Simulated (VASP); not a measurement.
Runs of VASP 6.6.1 on NdP3. The structure is that of space group Pm-3m (No. 221), or close to it. The cells are those of the table. The cell was built from a structure type or drawn by symmetry, and may not be a known phase.

```tsv
task	cell	k mesh	gap on the mesh (eV)	pressure (GPa)	relaxed volume (Å³/atom)
relaxation of cell and atoms	relaxed from a = 4.472 Å, 4 atoms	4 × 4 × 4	none	0.1	18.79
single point	a = 4.238 Å, 4 atoms	12 × 12 × 12	none	-0.3	-
single point	a = 4.472 Å, 4 atoms	4 × 4 × 4	none	-10.5	-
single point	a = 4.226 Å, 4 atoms	4 × 4 × 4	none	-0.3	-
relaxation of cell and atoms	relaxed from a = 4.226 Å, 4 atoms	12 × 12 × 12	none	0.0	(a)
```

Alike in all rows: level PBE; potentials or basis VASP PAW PBE potentials, release 64 (Nd_3, P), 4f in core; no spin polarisation; cutoff (eV) 500; smearing gaussian 0.1 eV.

Q: Estimate the missing entries.

A: (a) 18.95.

Caveats: some runs use coarse meshes; spin-orbit coupling is left out, which moves the levels of the heavy elements; the 4f electrons are frozen in the core, so they carry no moment and show no levels; the volume moved by over 15 % at a fixed basis, so the end points are rough (at least some runs); the cell stands under tension (at least some runs).

A k mesh can miss the band edges, and the runs leave out spin-orbit coupling on Nd.

A gap of «none» marks levels without a gap at the run's occupations.
